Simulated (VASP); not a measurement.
WSe, 2 atoms in the cell. The structure is cubic, space group Pm-3m (No. 221). Conventional cell: a = 3.549 Å, b = 3.549 Å, c = 3.549 Å, α = 90.00°, β = 90.00°, γ = 90.00°. Within 4.0 Å of W (site symmetry m-3m) lie 8 Se at 3.07 Å and 6 W at 3.55 Å. Se (site symmetry m-3m) has 8 W at 3.07 Å and 6 Se at 3.55 Å within 4.0 Å. 

| Item | Value |
| --- | --- |
| Program | VASP 6.6.1 |
| Task | single point |
| Functional | PBE |
| Potentials or basis | VASP PAW PBE potentials, release 64 (W_sv, Se) |
| Cutoff | 520 eV |
| k mesh | 12 × 12 × 12 |
| Occupations | gaussian, width 0.1 eV |
| Spin | collinear spin |
| Starting moments | [1.0, 0.0] μB |
| Hubbard terms | W d U = 6.2 eV |
| Dipole correction | no |
| Further INCAR settings | ALGO = Normal; EDIFF = 1e-06; NBANDS = 21 |

Potentials or basis: VASP PAW PBE potentials, release 64 (W_sv, Se).

Command:

```sh
$ cat potpaw_PBE.64/W_sv/POTCAR potpaw_PBE.64/Se/POTCAR > POTCAR
$ mpirun -np 1 vasp_std > vasp.out
```

Hardware: 1 thread of Intel(R) Xeon(R) 6975P-C (Granite Rapids), with other jobs on the host.

Question: Estimate the wall time of this run.

Answer: Run time: 83 s on 1 thread of Intel(R) Xeon(R) 6975P-C (Granite Rapids), with other jobs on the host, peak memory 0.26 GiB. Counts: scf iterations 22, k points 84.
